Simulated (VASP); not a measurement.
# C (Fd-3m) in VASP: settings compared

Aim: see how the results for C move with the level of theory and the settings. Levels: PBEsol+D3(BJ), PBEsol+D4. Tasks: single point.

Program: VASP 6.6.1. These are calculated values, not measurements. Logs are shortened: lines on timing, memory, paths and dates and some standing lists are left out, and cuts for length are marked.

### Step 1. The cell of the first run

Symmetry: Fd-3m, No. 227, cubic system. Conventional cell: a = 3.544 Å, b = 3.544 Å, c = 3.544 Å, α = 90.00°, β = 90.00°, γ = 90.00°. Within 2.0 Å of C (site symmetry -43m) lie 4 C at 1.53 Å.

### Step 2. Single point, PBEsol+D3(BJ)

File INCAR:

```
PREC     = Accurate       # precision mode
ENCUT    = 520            # plane-wave cutoff, eV
EDIFF    = 1E-6           # SCF threshold, eV
ISMEAR   = -1             # smearing method
SIGMA    = 0.05           # smearing width, eV
LREAL    = False          # projectors in reciprocal space
LASPH    = True           # aspherical terms in the spheres
NELM     = 60             # most SCF steps
ALGO     = Normal         # electronic algorithm
ISIF     = 2              # what is computed and relaxed
LWAVE    = False          # write WAVECAR
LCHARG   = True           # write CHGCAR
GGA      = PS             # functional
IVDW     = 12             # dispersion correction
LELF     = True           # ELF
LVHAR    = True         
NBANDS   = 11             # bands
```

File KPOINTS:

```
Automatic mesh
0
Gamma
  13 13 13
```

File POSCAR:

```
C
1.0
    0.0000000000      1.7718962384      1.7718962384
    1.7718962384      0.0000000000      1.7718962384
    1.7718962384      1.7718962384      0.0000000000
C
2
Direct
    0.7500000000      0.7500000000      0.7500000000
    0.5000000000      0.5000000000      0.5000000000
```

Potentials or basis: VASP PAW PBE potentials, release 64 (C).

On the command line:

```bash
$ cat potpaw_PBE.64/C/POTCAR > POTCAR
$ mpirun -np 1 vasp_std > vasp.out
```

OUTCAR:

```text
PREC = Accurate
   ENCUT = 520
   EDIFF = 1E-6
   ISMEAR = -1
   LREAL = False
   LASPH = True
   NELM = 60
   ISIF = 2
   GGA = PS
   IVDW = 12
 IVDW          = 12

 ion  position               nearest neighbor table
   1  0.750  0.750  0.750-   2 1.53   2 1.53   2 1.53   2 1.53
   2  0.500  0.500  0.500-   1 1.53   1 1.53   1 1.53   1 1.53

  LATTYP: Found a face centered cubic cell.
 ALAT       =     3.5437924768

  Lattice vectors:

 A1 = (   0.0000000000,   1.7718962384,   1.7718962384)
 A2 = (   1.7718962384,   0.0000000000,   1.7718962384)
 A3 = (   1.7718962384,   1.7718962384,   0.0000000000)

Analysis of symmetry for initial positions (statically):
=====================================================================
 Subroutine PRICEL returns:
 Original cell was already a primitive cell.

 Routine SETGRP: Setting up the symmetry group for a
 face centered cubic supercell.

 Subroutine GETGRP returns: Found 48 space group operations
 (whereof 24 operations were pure point group operations)
 out of a pool of 48 trial point group operations.

The static configuration has the point symmetry T_d .
 The point group associated with its full space group is O_h .

Analysis of symmetry for dynamics (positions and initial velocities):
=====================================================================
 Subroutine PRICEL returns:
 Original cell was already a primitive cell.

 Routine SETGRP: Setting up the symmetry group for a
 face centered cubic supercell.

 Subroutine GETGRP returns: Found 48 space group operations
 (whereof 24 operations were pure point group operations)
 out of a pool of 48 trial point group operations.

The dynamic configuration has the point symmetry T_d .
 The point group associated with its full space group is O_h .

 Subroutine INISYM returns: Found 48 space group operations
 (whereof 24 operations are pure point group operations),
 and found     1 'primitive' translations

----------------------------------------------------------------------------------------

                                     Primitive cell

  volume of cell :      11.1261

  direct lattice vectors                    reciprocal lattice vectors
     0.000000000  1.771896238  1.771896238    -0.282183566  0.282183566  0.282183566
     1.771896238  0.000000000  1.771896238     0.282183566 -0.282183566  0.282183566
     1.771896238  1.771896238  0.000000000     0.282183566  0.282183566 -0.282183566

  length of vectors
     2.505839691  2.505839691  2.505839691     0.488756274  0.488756274  0.488756274

  position of ions in fractional coordinates (direct lattice)
     0.750000000  0.750000000  0.750000000
     0.500000000  0.500000000  0.500000000

  ion indices of the primitive-cell ions
   primitive index   ion index
                 1           1
                 2           2

----------------------------------------------------------------------------------------

 KPOINTS: Automatic mesh

Automatic generation of k-mesh.
 Grid dimensions read from file:
 generate k-points for:   13   13   13

 Generating k-lattice:

  Cartesian coordinates                     Fractional coordinates (reciprocal lattice)
    -0.021706428  0.021706428  0.021706428     0.076923077  0.000000000  0.000000000
     0.021706428 -0.021706428  0.021706428     0.000000000  0.076923077  0.000000000
     0.021706428  0.021706428 -0.021706428     0.000000000  0.000000000  0.076923077

  Length of vectors
     0.037596636  0.037596636  0.037596636

  Shift w.r.t. Gamma in fractional coordinates (k-lattice)
     0.000000000  0.000000000  0.000000000

 Subroutine IBZKPT returns following result:
 ===========================================

 Found     84 irreducible k-points:

 Following reciprocal coordinates:
            Coordinates               Weight
  0.000000  0.000000  0.000000      1.000000
  0.076923  0.000000  0.000000      8.000000
  0.153846  0.000000  0.000000      8.000000
  0.230769  0.000000  0.000000      8.000000
  0.307692  0.000000  0.000000      8.000000
  0.384615  0.000000  0.000000      8.000000
[... 16 lines left out ...]
  0.384615  0.153846  0.000000     24.000000
  0.461538  0.153846  0.000000     24.000000
 [... further k-points ...]
   k-points           NKPTS =     84   k-points in BZ     NKDIM =     84   number of bands    NBANDS=     11
   number of dos      NEDOS =    301   number of ions     NIONS =      2
   total plane-waves  NPLWV =   8000
   dimension x,y,z NGX =    20 NGY =   20 NGZ =   20
   dimension x,y,z NGXF=    40 NGYF=   40 NGZF=   40
   ions per type =               2
   NGX,Y,Z   is equivalent  to a cutoff of  13.27, 13.27, 13.27 a.u.
   NGXF,Y,Z  is equivalent  to a cutoff of  26.54, 26.54, 26.54 a.u.
 SYSTEM =  unknown system
   PREC   = accura    normal or accurate (medium, high low for compatibility)
   ISTART =      0    job   : 0-new  1-cont  2-samecut
   ICHARG =      2    charge: 1-file 2-atom 10-const
   ISPIN  =      1    spin polarized calculation?
   LNONCOLLINEAR =      F non collinear calculations
   LSORBIT =      F    spin-orbit coupling
   LASPH  =      T    aspherical Exc in radial PAW
   ENCUT  =  520.0 eV  38.22 Ry    6.18 a.u.   4.66  4.66  4.66*2*pi/ulx,y,z
   NELM   =     60;   NELMIN=  2; NELMDL= -5     # of ELM steps
   EDIFF  = 0.1E-05   stopping-criterion for ELM
   LREAL  =      F    real-space projection
   EDIFFG = 0.1E-04   stopping-criterion for IOM
   NSW    =      0    number of steps for IOM
   IBRION =     -1    ionic relax: 0-MD 1-quasi-New 2-CG
   NFREE  =      0    steps in history (QN), initial steepest desc. (CG)
   ISIF   =      2    stress and relaxation
   ISYM   =      2    0-nonsym 1-usesym 2-fastsym
   POTIM  = 0.5000    time-step for ionic-motion
   TEBEG  =    0.0;   TEEND  =   0.0 temperature during run
   PSTRESS=    0.0 pullay stress
   NELECT =       8.0000    total number of electrons
   NUPDOWN=      -1.0000    fix difference up-down
   EMIN   =  10.00;   EMAX   =-10.00  energy-range for DOS
   EFERMI =   0.00;   METHOD = LEGACY
   ISMEAR =    -1;   SIGMA  =   0.05  broadening in eV -4-tet -1-fermi 0-gaus
   EFERMI_NEDOS =   21; number of points for ismear=-14 and -15
   IALGO  =     38    algorithm
   IMIX   =      4    mixing-type and parameters
     AMIX     =   0.40;   BMIX     =  1.00
     AMIX_MAG =   1.60;   BMIX_MAG =  1.00
  volume/ion in A,a.u.               =       5.56        37.54
  Fermi-wavevector in a.u.,A,eV,Ry     =   1.466639  2.771546 29.266537  2.151030
  Thomas-Fermi vector in A             =   2.582352
   LORBIT       =      0    0 simple, 1 ext, 2 COOP (PROOUT), +10 PAW based schemes
   GGA     = PS    functional components
   LHFCALC =     F    Hartree Fock is set to
   AEXX    =    0.0000 exact exchange contribution
   IVDW    =    12    specifies the selected vdW correction
   LEPSILON=     F    determine dielectric tensor
   LRPA    =     F    only Hartree local field effects (RPA)
 non-spin polarized calculation
  energy-cutoff  :      520.00
  volume of cell :       11.13
 maximum number of plane-waves:       310
   NGX =  9   NGY =  9   NGZ =  9

 number of electron       7.9999999 magnetization

 Free energy of the ion-electron system (eV)
  ---------------------------------------------------
  ext. energy  EPLUGINS =         0.00000000
  ---------------------------------------------------
  free energy    TOTEN  =       -19.24779145 eV

  energy without entropy =      -19.24779145  energy(sigma->0) =      -19.24779145

 E-fermi :  10.8778     XC(G=0): -13.5287

 val. band max:        9.9915171151   @ k =   0.0000   0.0000   0.0000
 cond. band min:      14.0460572681   @ k =   0.3846   0.3846   0.0000
 fundamental gap:      4.0545401530
 Fermi energy:        10.8777884742

 k-point     1 :       0.0000    0.0000    0.0000
  band No.  band energies     occupation
      1     -11.7926      2.00000
      2       9.9915      2.00000
      3       9.9915      2.00000
      4       9.9915      2.00000
      5      15.5839      0.00000
      6      15.5839      0.00000
      7      15.5839      0.00000
      8      23.8041      0.00000
      9      29.2002      0.00000
     10      36.6746      0.00000
     11      36.6746      0.00000

 k-point     2 :       0.0769    0.0000    0.0000
  band No.  band energies     occupation
      1     -11.6260      2.00000
      2       8.9014      2.00000
      3       9.7039      2.00000
      4       9.7039      2.00000
      5      15.9600      0.00000
      6      15.9600      0.00000
      7      16.2375      0.00000
      8      23.9236      0.00000
      9      29.4835      0.00000
     10      34.5800      0.00000
     11      34.5800      0.00000

 k-point     3 :       0.1538    0.0000    0.0000
  band No.  band energies     occupation
      1     -11.1280      2.00000
      2       6.5901      2.00000
      3       9.0585      2.00000
      4       9.0585      2.00000
      5      16.8064      0.00000
      6      16.8064      0.00000
      7      17.3111      0.00000
      8      24.2650      0.00000
      9      30.1129      0.00000
     10      32.9597      0.00000
     11      32.9597      0.00000
[... 267 lines left out ...]
 k-point    23 :       0.3846    0.1538    0.0000
  band No.  band energies     occupation
      1      -8.1512      2.00000
      2       0.8367      2.00000
      3       6.0284      2.00000
      4       6.1942      2.00000
      5      16.6232      0.00000
      6      20.7992      0.00000
      7      20.9160      0.00000
      8      22.6732      0.00000
      9      31.2366      0.00000
     10      32.1366      0.00000
     11      37.0689      0.00000

 k-point    24 :       0.4615    0.1538    0.0000
  band No.  band energies     occupation
      1      -6.6783      2.00000
      2      -1.4571      2.00000
      3       5.4803      2.00000
      4       5.9914      2.00000
      5      17.0415      0.00000
      6      20.6526      0.00000
      7      21.1080      0.00000
      8      23.9628      0.00000
      9      30.6071      0.00000
     10      33.5089      0.00000
     11      37.1784      0.00000

 [... further k-points ...]

------------------------ aborting loop because EDIFF is reached ----------------------------------------

 Edisp (eV)   -0.26435

 E8    (eV) :    -0.1280

  FORCE on cell =-STRESS in cart. coord.  units (eV):
  Direction    XX          YY          ZZ          XY          YZ          ZX
  --------------------------------------------------------------------------------------
  -------------------------------------------------------------------------------------
  Total       0.07970     0.07970     0.07970     0.00000     0.00000     0.00000
  in kB      11.47702    11.47702    11.47702     0.00000     0.00000     0.00000
  external pressure =       11.48 kB  Pullay stress =        0.00 kB

 VOLUME and BASIS-vectors are now :
 -----------------------------------------------------------------------------
  energy-cutoff  :      520.00
  volume of cell :       11.13
      direct lattice vectors                 reciprocal lattice vectors
     0.000000000  1.771896238  1.771896238    -0.282183566  0.282183566  0.282183566
     1.771896238  0.000000000  1.771896238     0.282183566 -0.282183566  0.282183566
     1.771896238  1.771896238  0.000000000     0.282183566  0.282183566 -0.282183566

 POSITION                                       TOTAL-FORCE (eV/Angst)
 -----------------------------------------------------------------------------------
      2.65784      2.65784      2.65784        -0.000000     -0.000000     -0.000000
      1.77190      1.77190      1.77190         0.000000      0.000000      0.000000
 -----------------------------------------------------------------------------------
    total drift:                                0.000000     -0.000000      0.000000

  FREE ENERGIE OF THE ION-ELECTRON SYSTEM (eV)
  ---------------------------------------------------
  free  energy   TOTEN  =       -19.5121405707 eV

  energy  without entropy=      -19.5121405706  energy(sigma->0) =      -19.51214057
```

Wall time 5.3 s (1 thread of Intel Xeon Platinum 8559C (Emerald Rapids), shared host); peak memory 0.13 GiB.

What came out:

```
Free energy                : -19.5121 eV
Pressure                   : 1.1 GPa
Band gap on the k mesh     : 4.05 eV (least direct gap 5.59 eV)
Dispersion energy per atom : -0.132 eV
```

Caveat: the PAW data sets were made with another functional, which shifts forces and pressure a little; an odd mesh through Γ misses points on the zone boundary, where band edges can lie.

(Part 1 of 2 ends here.)
